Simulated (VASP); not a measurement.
# MgO (rock salt type): single point with HSE06

MgO (rock salt type):

```
CELL_PARAMETERS angstrom
0.00000 2.06675 2.06675
2.06675 0.00000 2.06675
2.06675 2.06675 0.00000
ATOMIC_POSITIONS crystal
Mg 0.00000 0.00000 0.00000
O 0.50000 0.50000 0.50000
```

| Item | Value |
| --- | --- |
| Program | VASP 6.6.1 |
| Task | single point |
| Functional | HSE06 |
| Potentials or basis | VASP PAW PBE potentials, release 64 (Mg, O) |
| Cutoff | 520 eV |
| k mesh | 4 × 4 × 4 |
| Occupations | fermi-dirac, width 0.05 eV |
| Spin | no spin polarisation |
| Dipole correction | no |
| Grid for exact exchange (PRECFOCK) | Normal |
| Further INCAR settings | ALGO = Normal; EDIFF = 1e-06; NBANDS = 11 |
| Screening parameter | 0.2079 1/Å |

```yaml
Pressure: 8.9 GPa
Band_gap_on_the_k_mesh: 7.07 eV, direct
```

Levels at points of the mesh, in eV from the valence-band top:
| k point | band 1 | band 2 | band 3 | band 4 | band 5 | band 6 | band 7 | band 8 | band 9 |
| --- | --- | --- | --- | --- | --- | --- | --- | --- | --- |
| (0.00, 0.00, 0.00) | -19.12 | 0.00 | 0.00 | 0.00 | 7.07 | 18.10 | 18.10 | 18.10 | 22.19 |
| (0.50, 0.00, 0.00) | -17.62 | -5.20 | -0.78 | -0.78 | 10.07 | 15.57 | 18.95 | 18.95 | 23.96 |
| (0.50, 0.50, 0.00) | -17.32 | -4.63 | -1.55 | -1.55 | 10.94 | 12.52 | 16.03 | 22.30 | 22.30 |

It took 2.2 min on 1 thread of AMD EPYC 9R45, on a shared host, peak memory 0.22 GiB.

Caveat: the k points lie up to 0.66 Å⁻¹ apart; the PAW data sets were made with another functional, which shifts forces and pressure a little.
